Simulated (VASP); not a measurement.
BaAg2As2:

```
Ba Ag As
1.0
    -2.30125    2.30125    5.43360
     2.30125   -2.30125    5.43360
     2.30125    2.30125   -5.43360
Ba Ag As
1 2 2
Direct
  0.00000 0.00000 0.00000
  0.75000 0.25000 0.50000
  0.25000 0.75000 0.50000
  0.38420 0.38420 0.00000
  0.61580 0.61580 0.00000
```

| Quantity | Value |
| --- | --- |
| Program | VASP 6.6.1 |
| Task | relaxation of cell and atoms |
| Functional | LDA |
| Potentials or basis | VASP PAW LDA potentials, release 64 (Ba_sv, Ag, As) |
| Cutoff | 600 eV |
| k mesh | 8 × 8 × 8 |
| Occupations | fermi-dirac, width 0.1 eV |
| Spin | no spin polarisation |

At the start: pressure -3.1 GPa; volume 23.02 Å³/atom.

Q: Where does the relaxation end?

A: Over 11 steps the energy falls by 19.3 meV/atom and the volume is 21.99 Å³/atom (-4.5 %); space group I4/mmm (No. 139, to 0.05 Å).

The path:
| step | energy change (eV) | largest force (eV/Å) | pressure (GPa) | volume (Å³) |
| --- | --- | --- | --- | --- |
| 1 | 0.0000 | 0.4895 | -3.10 | 115.10 |
| 2 | -0.0740 | 0.0958 | 1.50 | 107.84 |
| 3 | -0.0786 | 0.1789 | 0.48 | 109.18 |
| 4 | -0.0890 | 0.0218 | 0.19 | 109.65 |
| 5 | -0.0926 | 0.1056 | -0.07 | 110.13 |
| 6 | -0.0926 | 0.1118 | -0.09 | 110.16 |
| 7 | -0.0946 | 0.0861 | -0.01 | 110.01 |
| 8 | -0.0963 | 0.0061 | 0.26 | 109.55 |
| 9 | -0.0965 | 0.0260 | 0.18 | 109.67 |
| 10 | -0.0964 | 0.0147 | -0.26 | 110.29 |
| 11 | -0.0967 | 0.0070 | 0.01 | 109.95 |

Final structure:
```cif
data_structure
_symmetry_space_group_name_H-M 'P 1'
_symmetry_Int_Tables_number 1
_cell_length_a 6.3911
_cell_length_b 6.3911
_cell_length_c 6.3911
_cell_angle_alpha 139.300
_cell_angle_beta 139.300
_cell_angle_gamma 58.918
_cell_volume 109.95
loop_
_atom_site_label
_atom_site_type_symbol
_atom_site_fract_x
_atom_site_fract_y
_atom_site_fract_z
_atom_site_occupancy
Ba1 Ba 0.00000 0.00000 0.00000 1
Ag1 Ag 0.75000 0.25000 0.50000 1
Ag2 Ag 0.25000 0.75000 0.50000 1
As1 As 0.38199 0.38199 0.00000 1
As2 As 0.61801 0.61801 0.00000 1
```
